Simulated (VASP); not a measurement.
A run of VASP 6.6.1 is set up as follows.

INCAR

```
SYSTEM = Si
PREC     = Accurate       ! precision mode
ENCUT    = 520            ! plane-wave cutoff, eV
EDIFF    = 1E-7           ! SCF threshold, eV
ISMEAR   = 0              ! smearing method
SIGMA    = 0.02           ! smearing width, eV
LREAL    = .FALSE.        ! projectors in reciprocal space
LASPH    = .TRUE.         ! aspherical terms in the spheres
NELM     = 100            ! most SCF steps
ALGO     = Normal         ! electronic algorithm
ISIF     = 2              ! what is computed and relaxed
LWAVE    = .FALSE.        ! write WAVECAR
LCHARG   = .TRUE.         ! write CHGCAR
GGA      = PE             ! functional
LELF     = .TRUE.         ! ELF
LVHAR    = .TRUE.       
NBANDS   = 16             ! bands
```

File KPOINTS:

```
regular mesh
0
G
  8 8 4
  0 0 0
```

File POSCAR:

```
Si
1.0
    3.3042009199     -1.9965375263      1.0190141408
    3.3042009199      1.9965375263      1.0190141408
    0.2803639439      0.0000000000      6.9098118115
Si
4
Direct
    0.0625006498      0.5625006498      0.8124996195
    0.4374993502      0.9374993502      0.6875003805
    0.9374993502      0.4374993502      0.1875003805
    0.5625006498      0.0625006498      0.3124996195
```

Potentials or basis: VASP PAW PBE potentials, release 64 (Si).

The run is started by

```console
$ cat potpaw_PBE.64/Si/POTCAR > POTCAR
$ mpirun -np 1 vasp_std > vasp.out
```

Task: What does it give for the band gap on the k mesh?

Result: 0.79 eV.

Task: Predict the pressure.

Result: -6.9 GPa.

Caveat: the cell stands under tension. A k mesh can miss the band edges.
